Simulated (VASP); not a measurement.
Crystal: NiC6.

```
Ni C
1.0
     3.67983    0.00000    0.00000
    -0.59195    3.71172    0.00000
    -1.37495   -0.52406    4.14642
Ni C
1 6
Cartesian
  1.3606 -0.2742 3.9771
  0.3598 1.4126 3.7794
  0.5782 2.7159 1.8459
  1.1370 0.3880 2.0932
  2.3550 1.1054 1.5723
  -0.0304 1.3953 2.3361
  1.6834 2.2959 0.9817
```

- Program: VASP 6.6.1
- Task: relaxation of cell and atoms
- Functional: PBE
- Potentials or basis: VASP PAW PBE potentials, release 64 (Ni, C)
- Cutoff: 600 eV
- k mesh: 6 × 6 × 4
- Occupations: gaussian, width 0.1 eV
- Spin: no spin polarisation

At the start: pressure 5.8 GPa; volume 8.09 Å³/atom.

Problem. How do energy, volume and symmetry change on relaxing?

Solution. Over 22 steps the energy falls by 23.8 meV/atom and the volume is 8.29 Å³/atom (+2.5 %); space group P1 (No. 1, to 0.1 Å) before and after.

The path:
```tsv
step	energy change (eV)	largest force (eV/Å)	pressure (GPa)	volume (Å³)
1	0.0000	0.6317	5.79	56.63
2	-0.0605	0.8593	-5.84	59.05
3	-0.0714	0.6132	-2.72	58.35
4	-0.1265	0.5229	-1.36	58.42
5	-0.1268	0.6072	-1.19	58.43
6	-0.1539	0.4176	0.64	57.96
7	-0.1542	0.3603	0.44	58.01
8	-0.1561	0.6690	-0.34	58.01
9	-0.1608	0.3080	-0.05	58.01
10	-0.1614	0.4151	0.28	57.99
11	-0.1630	0.1639	0.10	58.00
12	-0.1643	0.1190	-0.07	58.03
13	-0.1643	0.0913	-0.04	58.02
14	-0.1652	0.0742	0.00	58.02
15	-0.1654	0.1288	0.05	58.02
16	-0.1659	0.0752	0.08	58.03
17	-0.1659	0.0890	0.24	58.03
18	-0.1663	0.0489	-0.11	58.09
19	-0.1663	0.0462	-0.20	58.11
20	-0.1665	0.0608	-0.03	58.08
21	-0.1666	0.0769	0.00	58.08
22	-0.1667	0.0395	0.04	58.06
```

Final structure:
```yaml
crystal:
  lattice:
    - [3.73451, -0.01327, -0.17608]
    - [-0.61332, 3.72004, -0.01231]
    - [-1.59072, -0.56576, 4.26310]
  atoms:
    - { symbol: Ni, position: [0.73465, 0.06610, 0.96859] }
    - { symbol: C, position: [0.52040, 0.50045, 0.91758] }
    - { symbol: C, position: [0.45554, 0.79494, 0.44022] }
    - { symbol: C, position: [0.53224, 0.17588, 0.49891] }
    - { symbol: C, position: [0.83274, 0.35253, 0.37825] }
    - { symbol: C, position: [0.28895, 0.45862, 0.56087] }
    - { symbol: C, position: [0.63546, 0.65149, 0.23557] }
```
